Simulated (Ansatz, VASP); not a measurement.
**TaN: VASP beside Ansatz**

Contents of INCAR:

```
SYSTEM = TaN
PREC = Accurate
ENCUT = 520
EDIFF = 1E-6
ISMEAR = -1
SIGMA = 0.03
LREAL = .False.
LASPH = .True.
NELM = 100
ALGO = Normal
ISIF = 2
LWAVE = .False.
LCHARG = .True.
GGA = PE
LELF = .True.
LVHAR = .True.
NBANDS = 33
```

KPOINTS

```
Automatic mesh
0
Gamma
  5 5 8
  0 0 0
```

POSCAR

```
TaN
1.0
    5.1849992558      0.0000000000      0.0000000000
   -2.5924996279      4.4903410741      0.0000000000
    0.0000000000      0.0000000000      2.9661600000
Ta N
3 3
Direct
    0.0000000000      0.0000000000      0.0000000000
    0.3333333333      0.6666666667      0.5000000000
    0.6666666667      0.3333333333      0.5000000000
    0.5000000000      0.0000000000      0.0000000000
    0.5000000000      0.5000000000      0.0000000000
    0.0000000000      0.5000000000      0.0000000000
```

Input for Ansatz:

```yaml
crystal:
  lattice:
    - [5.1849992558, 0.0, 0.0]
    - [-2.5924996279, 4.4903410741, 0.0]
    - [0.0, 0.0, 2.96616]
  atoms:
    - { symbol: Ta, position: [0.0, 0.0, 0.0] }
    - { symbol: Ta, position: [0.3333333333, 0.6666666667, 0.5] }
    - { symbol: Ta, position: [0.6666666667, 0.3333333333, 0.5] }
    - { symbol: "N", position: [0.5, 0.0, 0.0] }
    - { symbol: "N", position: [0.5, 0.5, 0.0] }
    - { symbol: "N", position: [0.0, 0.5, 0.0] }
kpoints:
  mp_grid: { grid: [5, 5, 8] }
  band_path:
    path:
      - [0.0, 0.0, 0.0]
      - [0.5, 0.0, 0.0]
      - [0.3333333333, 0.3333333333, 0.0]
      - [0.0, 0.0, 0.0]
      - [0.0, 0.0, 0.5]
      - [0.5, 0.0, 0.5]
      - [0.3333333333, 0.3333333333, 0.5]
      - [0.0, 0.0, 0.5]
      - [0.5, 0.0, 0.5]
    npoints: 5
scf:
  occupations: { method: fermi_dirac, width: 0.03 }
hamiltonian:
  xc: pbe
  pseudopotentials: { kind: all_electron, lapw: { basis_error: 0.0005 } }
output:
  forces: true
  stress: true
  eigenvalues: true
```

Change from the starting cell: zz strain of +2 %.

Alike in both runs: task single point; functional PBE; k mesh 5 × 5 × 8; occupations fermi-dirac, width 0.03 eV; no spin polarisation.

|  | VASP | Ansatz |
| --- | --- | --- |
| version | VASP 6.6.1 | Ansatz 0.2.0 |
| potentials or method | VASP PAW PBE potentials, release 64 (Ta_pv, N), cutoff 520 eV | all-electron LAPW, scalar-relativistic |

|  | VASP | Ansatz | Ansatz less VASP |
| --- | --- | --- | --- |
| pressure (GPa) | 3.1 | 2.5 | -0.62 |
| traceless stress, the component that is largest in VASP (GPa) | -6.35 | -6.58 | -0.226 |

Ansatz ran all-electron here, and VASP with PAW potentials.

Spin-orbit coupling is off throughout.
